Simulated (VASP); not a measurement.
Input of a VASP 6.6.1 run:

File INCAR:

```
  PREC = Accurate
  ENCUT = 520
  EDIFF = 1E-7
  ISMEAR = 0
  SIGMA = 0.1
  LREAL = F
  LASPH = T
  NELM = 60
  ALGO = Fast
  ISIF = 2
  LWAVE = F
  LCHARG = F
  GGA = PE
  NBANDS = 18
```

The input KPOINTS:

```
Automatic mesh
0
Gamma
  12 12 6
```

POSCAR

```
RbNa2
1.0
    4.0860384149      0.0000000000      0.0000000000
    0.0000000000      4.0860384149      0.0000000000
    0.0000000000      0.0000000000     10.2307066567
Rb Na
1 2
Direct
    0.0000000000      0.0000000000      0.0000000000
    0.5000000000      0.5000000000      0.3298334037
    0.5000000000      0.5000000000      0.6701665963
```

Potentials or basis: VASP PAW PBE potentials, release 64 (Rb_sv, Na_pv).

The run is started by

```console
$ cat potpaw_PBE.64/Rb_sv/POTCAR potpaw_PBE.64/Na_pv/POTCAR > POTCAR
$ mpirun -np 1 vasp_std > vasp.out
```

(1) Predict the pressure.

## Answers

(1) 0.0 GPa.
